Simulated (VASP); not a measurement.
Here is a VASP 6.6.1 calculation.

INCAR

```
SYSTEM = Au
  PREC = Accurate
  ENCUT = 500
  EDIFF = 1E-6
  ISMEAR = -1
  SIGMA = 0.1
  LREAL = .False.
  LASPH = .True.
  NELM = 120
  ALGO = Normal
  ISIF = 2
  LWAVE = .False.
  LCHARG = .False.
  GGA = PE
  NBANDS = 12
  GGA_COMPAT = .False.
```

The input KPOINTS:

```
regular mesh
0
Gamma
  4 4 4
  0 0 0
```

File POSCAR:

```
Au
1.0
    0.0000000000      2.0390000000      2.0390000000
    2.0390000000      0.0000000000      2.0390000000
    2.0390000000      2.0390000000      0.0000000000
Au
1
Direct
    0.0000000000      0.0000000000      0.0000000000
```

Potentials or basis: VASP PAW PBE potentials, release 64 (Au).

Command:

```console
$ cat potpaw_PBE.64/Au/POTCAR > POTCAR
$ mpirun -np 1 vasp_std > vasp.out
```

Problem. Predict the pressure.

Solution. 12.0 GPa.

Caveat: the k points lie up to 0.67 Å⁻¹ apart.
